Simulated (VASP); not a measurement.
A run of VASP 6.6.1 is set up as follows.

Contents of INCAR:

```
SYSTEM = AlSi62
PREC = Accurate ; ENCUT = 520
EDIFF = 1E-6 ; ISMEAR = 0
SIGMA = 0.05 ; LREAL = Auto
LASPH = .TRUE. ; NELM = 100
ALGO = Normal ; ISIF = 2
LWAVE = .FALSE. ; LCHARG = .FALSE.
GGA = PE ; IVDW = 12
IBRION = 2 ; NSW = 80
EDIFFG = -0.03 ; NELECT = 252.0
LUSENCCL = .FALSE.
```

The input KPOINTS:

```
regular mesh
0
G
  1 1 1
  0 0 0
```

The input POSCAR:

```
AlSi62
1.0
   10.8600000000      0.0000000000      0.0000000000
    0.0000000000     10.8600000000      0.0000000000
    0.0000000000      0.0000000000     10.8600000000
Si Al
62 1
Direct
    0.5009514000      0.0003789000     -0.0019057000
    0.6225848000      0.1235484000      0.1238377000
    0.7473978000      0.2493147000      0.0013479000
    0.8756304000      0.3766138000      0.1286111000
    0.7504822000      0.0002531000      0.2446157000
    0.8732299000      0.1224368000      0.3691982000
    0.0011023000     -0.0047247000     -0.0001430000
    0.1252363000      0.1298729000      0.1265432000
    0.2489921000      0.2527505000      0.0010233000
    0.3763637000      0.3718276000      0.1281471000
    0.4981625000      0.4993640000     -0.0035346000
    0.6219454000      0.6225335000      0.1265031000
    0.7530991000      0.7481718000      0.0014312000
    0.8755982000      0.8757906000      0.1243062000
    0.2526258000     -0.0002497000      0.2472677000
    0.3769913000      0.1301941000      0.3793520000
    0.5023244000      0.2477914000      0.2512676000
    0.6264113000      0.3705320000      0.3710718000
    0.7510731000      0.4965021000      0.2487122000
    0.8765109000      0.6209610000      0.3715093000
    0.4981713000      0.0030793000      0.4991277000
    0.6219841000      0.1248025000      0.6241638000
    0.7529270000      0.2498855000      0.5011840000
    0.8707522000      0.3776385000      0.6313455000
    0.7488042000     -0.0033740000      0.7477326000
    0.8753148000      0.1274738000      0.8766340000
    0.0069816000      0.5011802000     -0.0038616000
    0.3719899000      0.8744537000      0.1272165000
   -0.0002816000      0.2541044000      0.2544840000
    0.1235258000      0.3726635000      0.3725921000
    0.2473233000      0.5025945000      0.2467435000
    0.3808705000      0.6249612000      0.3780959000
    0.5032571000      0.7543194000      0.2490412000
    0.6248129000      0.8784940000      0.3764109000
   -0.0013414000      0.0009754000      0.5013925000
    0.1228294000      0.1235511000      0.6267223000
    0.2511296000      0.2477669000      0.4992449000
    0.3752019000      0.3772992000      0.6276887000
    0.4973838000      0.4984017000      0.4997447000
    0.6256608000      0.6247667000      0.6274257000
    0.7509490000      0.7504433000      0.5007719000
    0.8792022000      0.8765819000      0.6215477000
    0.2518989000     -0.0003469000      0.7486268000
    0.3698240000      0.1264969000      0.8727679000
    0.4958003000      0.2525046000      0.7517618000
    0.6254967000      0.3798640000      0.8722592000
    0.7508530000      0.5029848000      0.7468024000
    0.8755096000      0.6269849000      0.8776910000
   -0.0002065000      0.7521473000      0.2535248000
    0.1207652000      0.8709853000      0.3767269000
    0.0049067000      0.4973792000      0.4978089000
    0.1262472000      0.6254899000      0.6271045000
    0.2493624000      0.7522195000      0.5016610000
    0.3715264000      0.8761731000      0.6193474000
   -0.0021142000      0.2509568000      0.7512260000
    0.1239071000      0.3726089000      0.8760146000
    0.2559783000      0.4977098000      0.7527544000
    0.3765596000      0.6251498000      0.8730974000
    0.4971942000      0.7474595000      0.7531892000
    0.6252958000      0.8794547000      0.8756594000
    0.0029057000      0.7519712000      0.7500644000
    0.1237828000      0.8736606000      0.8698392000
    0.1199690000      0.6271168000      0.1217280000
```

Potentials or basis: VASP PAW PBE potentials, release 64 (Si, Al).

Command:

```console
$ cat potpaw_PBE.64/Si/POTCAR potpaw_PBE.64/Al/POTCAR > POTCAR
$ mpirun -np 1 vasp_gam > vasp.out
```

Question: Estimate the energy gained by relaxing.

Answer: 22.7 meV/atom.

Question: Predict the dispersion energy per atom.

Answer: -0.313 eV.

Forces in eV/Å, atoms in the order of the input:
```
Si   0.003 -0.003 -0.002
Si   0.001  0.017  0.002
Si  -0.002  0.003  0.002
Si   0.013  0.009 -0.001
Si  -0.003  0.012  0.004
Si  -0.003 -0.001 -0.003
Si   0.007 -0.004  0.001
Si   0.000 -0.013  0.002
Si  -0.008 -0.003  0.004
Si  -0.009  0.002 -0.005
Si  -0.007  0.010 -0.004
Si  -0.011 -0.007  0.003
Si   0.000 -0.014  0.009
Si   0.009  0.002 -0.007
Si   0.001  0.005 -0.006
Si  -0.014 -0.006 -0.005
Si   0.005 -0.002  0.007
Si   0.004 -0.013  0.003
Si  -0.003  0.002 -0.001
Si   0.007 -0.007 -0.005
Si  -0.003 -0.005  0.000
Si   0.001 -0.003  0.014
Si   0.002  0.007  0.005
Si  -0.011 -0.011  0.007
Si   0.001  0.012 -0.005
Si  -0.002 -0.012  0.016
Si   0.007  0.006 -0.006
Si   0.005 -0.010 -0.016
Si   0.006  0.002  0.000
Si   0.002  0.003 -0.008
Si   0.002  0.005 -0.004
Si   0.001  0.005  0.004
Si  -0.006  0.008 -0.012
Si  -0.013 -0.002  0.009
Si   0.006  0.008  0.000
Si  -0.012  0.010 -0.001
Si  -0.009  0.014 -0.007
Si  -0.012  0.000  0.001
Si  -0.004 -0.003  0.001
Si  -0.001 -0.006 -0.014
Si   0.006 -0.005 -0.005
Si   0.004 -0.012  0.005
Si  -0.006  0.009 -0.003
Si  -0.011  0.002  0.007
Si   0.003 -0.001  0.004
Si  -0.003 -0.002  0.005
Si   0.004 -0.004 -0.001
Si  -0.009 -0.002 -0.003
Si   0.012  0.010 -0.012
Si  -0.001 -0.009  0.003
Si   0.013 -0.002  0.000
Si  -0.004 -0.005  0.014
Si  -0.006 -0.005  0.002
Si   0.008 -0.010 -0.003
Si   0.007  0.006 -0.002
Si   0.001 -0.010 -0.002
Si   0.001  0.008  0.003
Si  -0.002  0.012  0.014
Si   0.013  0.004 -0.016
Si  -0.007  0.001  0.007
Si   0.009  0.003 -0.001
Si   0.019 -0.001 -0.001
Al  -0.003  0.000  0.005
```

Caveat: the k points lie up to 0.58 Å⁻¹ apart; the cell carries a net charge on a neutralising background, which shifts energy and pressure.
